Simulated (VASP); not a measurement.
Wanted: the native input for a VASP 6.6.1 run.

| Quantity | Value |
| --- | --- |
| Task | relaxation of cell and atoms |
| Functional | LDA |
| Potentials or basis | VASP PAW LDA potentials, release 64 (H_h) |
| Cutoff | 1230 eV |
| k mesh | 12 × 12 × 12 |
| Occupations | gaussian, width 0.01 eV |
| Spin | no spin polarisation |
| Dipole correction | no |
| Further INCAR settings | ALGO = Normal; EDIFF = 1e-07; IBRION = 2; EDIFFG = -0.001; NSW = 80; ISIF = 3 |

The structure of H lies in POSCAR:

```
H
1.0
   -1.4101864863      1.4101864863      1.9306382503
    1.4101864863     -1.4101864863      1.9306382503
    1.4101864863      1.4101864863     -1.9306382503
H
2
Direct
    0.9001528111      0.9001528111      0.0000000000
    0.0998471889      0.0998471889      0.0000000000
```

One way to write it, as run:

INCAR

```
SYSTEM = H
PREC = Accurate
ENCUT = 1230
EDIFF = 1E-7
ISMEAR = 0
SIGMA = 0.01
LREAL = .False.
LASPH = .True.
NELM = 120
ALGO = Normal
ISIF = 3
LWAVE = .False.
LCHARG = .False.
GGA = CA
IBRION = 2
NSW = 80
EDIFFG = -0.001
GGA_COMPAT = .False.
NELMIN = 4
```

KPOINTS

```
Automatic mesh
0
Gamma
  12 12 12
  0 0 0
```

Potentials or basis: VASP PAW LDA potentials, release 64 (H_h).

The run is started by

```console
$ cat potpaw_LDA.64/H_h/POTCAR > POTCAR
$ mpirun -np 1 vasp_std > vasp.out
```

Results of the run:

```json
{
 "Relaxed volume": "7.64 Å³/atom",
 "Relaxed cell": "a = 2.771 Å, b = 2.771 Å, c = 2.771 Å, α = 118.95°, β = 118.95°, γ = 91.83°",
 "Space group after relaxing (to 0.1 Å)": "I4/mmm (No. 139)",
 "Energy gained by relaxing": "0.0 meV/atom",
 "Ionic steps": "7",
 "Pressure after relaxing": "0.0 GPa",
 "Band gap on the k mesh": "7.15 eV (least direct gap 7.67 eV)"
}
```

Wall time 28 s on 1 thread of Intel(R) Xeon(R) Platinum 8559C (Emerald Rapids), with other jobs on the host, peak memory 0.16 GiB.
